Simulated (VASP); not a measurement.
# Ba: single point with PBEsol

The system is Ba.

```
CELL_PARAMETERS angstrom
-2.47500 2.50000 2.50000
2.50000 -2.47500 2.50000
2.50000 2.50000 -2.47500
ATOMIC_POSITIONS crystal
Ba 0.00000 0.00000 0.00000
```

This cell differs from its parent crystal: equal xy, yz and zx shear strains of +1 %.

| Quantity | Value |
| --- | --- |
| Program | VASP 6.6.1 |
| Task | single point |
| Functional | PBEsol |
| Potentials or basis | VASP PAW PBE potentials, release 64 (Ba_sv) |
| Cutoff | 520 eV |
| k mesh | 10 × 10 × 10 |
| Occupations | fermi-dirac, width 0.05 eV |
| Spin | no spin polarisation |
| Dipole correction | no |
| Further INCAR settings | ALGO = Normal; EDIFF = 1e-06; NBANDS = 11 |

- Pressure: -0.5 GPa
- Band gap on the k mesh: zero (band 5 reaches 1.89 eV, above the bottom of band 6 at 1.01 eV)

Stress tensor (GPa, compression positive):
```
-0.54 -0.10 -0.10
-0.10 -0.54 -0.10
-0.10 -0.10 -0.54
```

Levels at points of the mesh, in eV from the Fermi level:
```tsv
k point	band 1	band 2	band 3	band 4	band 5	band 6	band 7	band 8	band 9	band 10
(0.00, 0.00, 0.00)	-28.83	-13.76	-13.75	-13.75	-2.76	1.79	1.79	1.91	3.28	3.28
(0.50, 0.00, 0.00)	-28.79	-14.23	-13.90	-13.76	-0.90	0.68	1.26	3.27	3.87	5.26
(0.50, 0.50, 0.00)	-28.78	-14.24	-13.92	-13.76	-0.89	0.69	1.33	3.21	3.79	5.33
(0.50, 0.50, 0.50)	-28.75	-14.10	-14.10	-14.07	-0.53	-0.53	4.35	4.41	4.41	4.69
```

It took 33 s on 1 thread of Intel(R) Xeon(R) Platinum 8259CL CPU @ 2.50GHz (Skylake/Cascade Lake), with other jobs on the host, peak memory 0.22 GiB.

Caveat: the cell differs from its parent crystal (equal xy, yz and zx shear strains of +1 %); the PAW data sets were made with another functional, which shifts forces and pressure a little; spin-orbit coupling is left out, which moves the levels of the heavy elements.
